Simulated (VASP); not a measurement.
Set up this calculation in VASP 6.6.1, as the native input.

```yaml
Task: single point
Functional: LDA
Potentials_or_basis: VASP PAW LDA potentials, release 64 (Os)
Cutoff: 600 eV
k_mesh: 10 × 10 × 10
Occupations: fermi-dirac, width 0.05 eV
Spin: no spin polarisation
Dipole_correction: no
Further_INCAR_settings: ALGO = Normal; EDIFF = 1e-06; NBANDS = 10
```

The structure of Os lies in POSCAR:

```
Os
1.0
    0.0000000000      1.9020952029      1.9020952029
    1.9020952029      0.0000000000      1.9020952029
    1.9020952029      1.9020952029      0.0000000000
Os
1
Direct
    0.0000000000      0.0000000000      0.0000000000
```

This isn't the form of Os at room conditions, which is hcp.

These files were run (other wordings do the same):

INCAR

```
SYSTEM = Os
ALGO = Normal ; EDIFF = 1E-6
ENCUT = 600 ; GGA = CA
GGA_COMPAT = .False. ; ISIF = 2
ISMEAR = -1 ; LASPH = .True.
LCHARG = .True. ; LELF = .True.
LREAL = .False. ; LVHAR = .True.
LWAVE = .False. ; NBANDS = 10
NELM = 120 ; PREC = Accurate
SIGMA = 0.05
```

KPOINTS

```
k-points
0
Gamma
  10 10 10
  0 0 0
```

Potentials or basis: VASP PAW LDA potentials, release 64 (Os).

Launch:

```bash
$ cat potpaw_LDA.64/Os/POTCAR > POTCAR
$ mpirun -np 1 vasp_std > vasp.out
```

It gave:

| Quantity | Value |
| --- | --- |
| Pressure | 1.3 GPa |
| Band gap on the k mesh | zero (bands 4 and 5 overlap by 4.11 eV) |

Caveat: spin-orbit coupling is left out, which moves the levels of the heavy elements.

It took 5.2 s on 1 thread of Intel(R) Xeon(R) 6975P-C (Granite Rapids) (shared host), peak memory 0.13 GiB.
